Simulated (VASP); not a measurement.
The system is LiF.

```
CELL_PARAMETERS angstrom
0.00000 2.10086 2.20644
2.10086 0.00000 2.20644
2.10086 2.10086 0.00000
ATOMIC_POSITIONS crystal
Li 0.00000 0.00000 0.00000
F 0.25000 0.25000 0.25000
```

This cell differs from its parent crystal: epitaxial xy strain -2.0%.

Base run:

* Program: VASP 6.6.1
* Functional: PBE
* Potentials or basis: VASP PAW PBE potentials, release 64 (Li_sv, F)
* Cutoff: 520 eV
* k mesh: 10 × 10 × 10
* Occupations: fermi-dirac, width 0.02 eV
* Spin: no spin polarisation

Its results: band gap on the k mesh 7.95 eV, direct.

**Question.** The run is repeated on the same cell with these changes: functional from PBE to r2SCAN; occupations from fermi-dirac, width 0.02 eV to gaussian, width 0.01 eV. What comes out?

**Answer.** Band gap on the k mesh 8.79 eV, direct.

A k mesh can miss the band edges.
